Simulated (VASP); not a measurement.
Ir:

```
CELL_PARAMETERS angstrom
0.00000 1.92500 1.92500
1.92500 0.00000 1.92500
1.92500 1.92500 0.00000
ATOMIC_POSITIONS crystal
Ir 0.00000 0.00000 0.00000
```

* Program: VASP 6.6.1
* Task: relaxation of cell and atoms
* Functional: LDA
* Potentials or basis: VASP PAW LDA potentials, release 64 (Ir)
* Cutoff: 500 eV
* k mesh: 12 × 12 × 12
* Occupations: gaussian, width 0.1 eV
* Spin: no spin polarisation

At the start: pressure -9.6 GPa; volume 14.27 Å³/atom.

Where does the relaxation end?

Over 7 steps the energy falls by 11.0 meV/atom and the volume is 13.91 Å³/atom (-2.5 %); space group Fm-3m (No. 225, to 0.05 Å).

The path:
```csv
step,energy change (eV),largest force (eV/Å),pressure (GPa),volume (Å³)
1,0.0000,0.0000,-9.65,14.27
2,0.1912,0.0000,53.32,12.57
3,-0.0110,0.0000,-0.48,13.93
4,-0.0110,0.0000,-0.08,13.91
5,-0.0110,0.0000,0.13,13.91
6,-0.0110,0.0000,-0.41,13.92
7,-0.0110,0.0000,0.00,13.91
```

Final structure:
```cif
data_structure
_symmetry_space_group_name_H-M 'P 1'
_symmetry_Int_Tables_number 1
_cell_length_a 2.6995
_cell_length_b 2.6995
_cell_length_c 2.6995
_cell_angle_alpha 60.000
_cell_angle_beta 60.000
_cell_angle_gamma 60.000
_cell_volume 13.91
loop_
_atom_site_label
_atom_site_type_symbol
_atom_site_fract_x
_atom_site_fract_y
_atom_site_fract_z
_atom_site_occupancy
Ir1 Ir 0.00000 0.00000 0.00000 1
```
